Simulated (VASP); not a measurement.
Runs of VASP 6.6.1 on Mo. The structure is that of space group Im-3m (No. 229), or close to it. The cells are those of the table. 

```tsv
cell	gap on the mesh (eV)	pressure (GPa)
a = 2.939 Å, angles 109.5°, 1 atom	none	-34.5
a = 2.830 Å, angles 109.5°, 1 atom	none	(a)
a = 2.612 Å, angles 109.5°, 1 atom	none	49.5
a = 2.576 Å, angles 108.3, 108.3, 111.8°, 1 atom	none	70.6
a = 2.685 Å, angles 108.4, 108.4, 111.7°, 1 atom	none	18.1
a = 2.503 Å, angles 109.5°, 1 atom	none	121.9
a = 2.649 Å, angles 110.6, 110.6, 107.3°, 1 atom	none	(b)
```

Alike in all rows: task single point; level PBE; potentials or basis VASP PAW PBE potentials, release 64 (Mo_sv); no spin polarisation; k mesh 22 × 22 × 22; cutoff (eV) 520; smearing gaussian 0.15 eV.

Q: Fill in the values left out.

A: (a) -20.5; (b) 32.7.

A k mesh can miss the band edges, and the runs leave out spin-orbit coupling on Mo.

A gap of «none» marks levels without a gap at the run's occupations.
